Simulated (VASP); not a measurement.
Runs of VASP 6.6.1 on BiTe. The structure is that of space group P6_3/mmc (No. 194), or close to it. The cells are those of the table. 

```csv
task,cell,cutoff (eV),gap on the mesh (eV),pressure (GPa),largest force (eV/Å)
single point,"a = 5.506, b = 5.630, c = 6.443 Å, angles 90.0, 90.0, 119.3°, 4 atoms",520,none,(a),0.02
relaxation of shape and atoms at fixed volume,"relaxed from a = 5.399, b = 5.399, c = 6.333 Å, angles 90.0, 90.0, 120.0°, 4 atoms",600,none,2.2,-
relaxation of shape and atoms at fixed volume,"relaxed from a = 5.427, b = 5.427, c = 6.367 Å, angles 90.0, 90.0, 120.0°, 4 atoms",600,none,1.5,-
single point,"a = 5.506, b = 5.465, c = 6.443 Å, angles 90.0, 90.0, 120.2°, 4 atoms",520,none,0.3,0.02
```

Alike in all rows: level PBE; potentials or basis VASP PAW PBE potentials, release 64 (Bi_d, Te); no spin polarisation; k mesh 8 × 8 × 4; smearing gaussian 0.05 eV.

**Question.** Fill in the values left out.

**Answer.** (a) -0.8.

Caveats: spin-orbit coupling is left out, which moves the levels of the heavy elements.

A k mesh can miss the band edges, and the runs leave out spin-orbit coupling on Bi, Te.

A gap of «none» marks levels without a gap at the run's occupations.
